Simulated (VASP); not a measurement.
A run of VASP 6.6.1 is set up as follows.

The input POSCAR:

```
Ir
1.0
   -1.5433355255      1.5433355255      1.5433355255
    1.5433355255     -1.5433355255      1.5433355255
    1.5433355255      1.5433355255     -1.5433355255
Ir
1
Direct
    0.0000000000      0.0000000000      0.0000000000
```

Contents of INCAR.step1:

```
PREC     = Accurate       # precision mode
ENCUT    = 600            # plane-wave cutoff, eV
ISMEAR   = 0              # smearing method
SIGMA    = 0.1            # smearing width, eV
LREAL    = False          # projectors in reciprocal space
LASPH    = True           # aspherical terms in the spheres
NELM     = 60             # most SCF steps
GGA      = PE             # functional
ALGO     = Normal         # electronic algorithm
EDIFF    = 1E-4           # SCF threshold, eV
LWAVE    = True           # write WAVECAR
LCHARG   = False          # write CHGCAR
```

File INCAR.step2:

```
PREC     = Accurate       # precision mode
ENCUT    = 600            # plane-wave cutoff, eV
EDIFF    = 1E-6           # SCF threshold, eV
ISMEAR   = 0              # smearing method
SIGMA    = 0.1            # smearing width, eV
LREAL    = False          # projectors in reciprocal space
LASPH    = True           # aspherical terms in the spheres
NELM     = 60             # most SCF steps
ALGO     = Normal         # electronic algorithm
ISIF     = 3              # what is computed and relaxed
LWAVE    = False          # write WAVECAR
LCHARG   = False          # write CHGCAR
METAGGA  = R2SCAN         # meta-GGA
LMIXTAU  = True         
IBRION   = 2              # ionic algorithm
NSW      = 80             # ionic steps
EDIFFG   = -0.01          # ionic threshold
ISTART   = 1
```

Contents of KPOINTS:

```
regular mesh
0
Gamma
  18 18 18
```

Potentials or basis: VASP PAW PBE potentials, release 64 (Ir).

The run is started by

```sh
$ cat potpaw_PBE.64/Ir/POTCAR > POTCAR
$ cp INCAR.step1 INCAR
$ mpirun -np 1 vasp_std > vasp.out
$ cp INCAR.step2 INCAR
$ mpirun -np 1 vasp_std > vasp.out
```

Problem. Estimate the space group after relaxing (to 0.05 Å).

Solution. Im-3m (No. 229).

Problem. What does it give for the relaxed cell?

Solution. a = 2.680 Å, b = 2.680 Å, c = 2.680 Å, α = 109.47°, β = 109.47°, γ = 109.47°.

Final structure:
```yaml
crystal:
  lattice:
    - [-1.54745, 1.54745, 1.54745]
    - [1.54745, -1.54745, 1.54745]
    - [1.54745, 1.54745, -1.54745]
  atoms:
    - { symbol: Ir, position: [0.00000, 0.00000, 0.00000] }
```

 Zero-point motion and thermal expansion aren't in these numbers.
